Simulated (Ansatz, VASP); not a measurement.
**Two plane-wave programs on CuSn3**

Contents of INCAR:

```
SYSTEM = CuSn3
PREC = Accurate
ENCUT = 520
EDIFF = 1E-6
ISMEAR = -1
SIGMA = 0.05
LREAL = .FALSE.
LASPH = .TRUE.
NELM = 80
ALGO = Fast
ISIF = 2
LWAVE = .FALSE.
LCHARG = .TRUE.
GGA = PS
LELF = .TRUE.
LVHAR = .TRUE.
NBANDS = 34
```

Contents of KPOINTS:

```
Automatic mesh
0
G
  8 8 8
  0 0 0
```

File POSCAR:

```
CuSn3
1.0
   -2.2547372270      2.2547372270      4.9029612579
    2.2547372270     -2.2547372270      4.9029612579
    2.2547372270      2.2547372270     -4.9029612579
Sn Cu
3 1
Direct
    0.5000000000      0.5000000000      0.0000000000
    0.2500000000      0.7500000000      0.5000000000
    0.7500000000      0.2500000000      0.5000000000
    0.0000000000      0.0000000000      0.0000000000
```

Contents of input.yaml:

```yaml
crystal:
  lattice:
    - [-2.254737227, 2.254737227, 4.9029612579]
    - [2.254737227, -2.254737227, 4.9029612579]
    - [2.254737227, 2.254737227, -4.9029612579]
  atoms:
    - { symbol: Sn, position: [0.5, 0.5, 0.0] }
    - { symbol: Sn, position: [0.25, 0.75, 0.5] }
    - { symbol: Sn, position: [0.75, 0.25, 0.5] }
    - { symbol: Cu, position: [0.0, 0.0, 0.0] }
hamiltonian:
  xc: pbesol
  pseudopotentials: { kind: paw }
kpoints:
  mp_grid: { grid: [8, 8, 8] }
scf:
  occupations: { method: fermi_dirac, width: 0.05 }
output:
  forces: true
  stress: true
  eigenvalues: true
  write_density: true
  write_potential: true
  elf: true
  volumetric_format: npy
```

Alike in both runs: task single point; functional PBEsol; k mesh 8 × 8 × 8; occupations fermi-dirac, width 0.05 eV; no spin polarisation.

|  | VASP | Ansatz |
| --- | --- | --- |
| version | VASP 6.6.1 | Ansatz 0.2.0 |
| potentials or method | VASP PAW PBE potentials, release 64 (Sn_d, Cu) | Ansatz PAW |
| plane-wave cutoff (eV) | 520 | 420 |
| valence electrons in the cell | 53 | 61 |

|  | VASP | Ansatz | Ansatz less VASP |
| --- | --- | --- | --- |
| gap on the k mesh at the Fermi level (eV) | none | none | - |
| pressure (GPa) | -5.0 | -4.9 | +0.08 |
| traceless stress, the component that is largest in VASP (GPa) | -0.22 | -0.22 | -0.001 |

VASP's potentials were made for PBE, not for PBEsol. A gap of «none» marks a metal or a gap that the smearing closes. VASP's potentials hold 53 valence electrons a cell and Ansatz's 61, so a difference there can come from the potentials and not from the codes.
